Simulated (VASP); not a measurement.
Input of a VASP 6.6.1 run:

The input INCAR:

```
ALGO     = Normal         # electronic algorithm
EDIFF    = 1E-6           # SCF threshold, eV
ENCUT    = 520            # plane-wave cutoff, eV
GGA      = PE             # functional
ISIF     = 2              # what is computed and relaxed
ISMEAR   = 0              # smearing method
LASPH    = True           # aspherical terms in the spheres
LCHARG   = False          # write CHGCAR
LREAL    = False          # projectors in reciprocal space
LWAVE    = False          # write WAVECAR
NBANDS   = 11             # bands
NELM     = 100            # most SCF steps
PREC     = Accurate       # precision mode
SIGMA    = 0.15           # smearing width, eV
```

KPOINTS

```
k-points
0
Gamma
  20 20 20
```

POSCAR

```
Pt
1.0
    0.0000000000      2.0068475000      1.9579000000
    2.0068475000      0.0000000000      1.9579000000
    2.0068475000      2.0068475000      0.0000000000
Pt
1
Direct
    0.0000000000      0.0000000000      0.0000000000
```

Potentials or basis: VASP PAW PBE potentials, release 64 (Pt).

Run with:

```sh
$ cat potpaw_PBE.64/Pt/POTCAR > POTCAR
$ mpirun -np 1 vasp_std > vasp.out
```

Task: What does it give for the pressure?

Result: -2.3 GPa.

Task: What does it give for the band gap on the k mesh?

Result: Zero (bands 5 and 6 overlap by 2.13 eV).

Stress tensor (GPa, compression positive):
```
-2.88  0.00  0.00
 0.00 -2.88  0.00
 0.00  0.00 -1.10
```

Caveat: the cell differs from its parent crystal (strain +0.0250 x Voigt [1, 1, 0, 0, 0, 0]); spin-orbit coupling is left out, which moves the levels of the heavy elements.
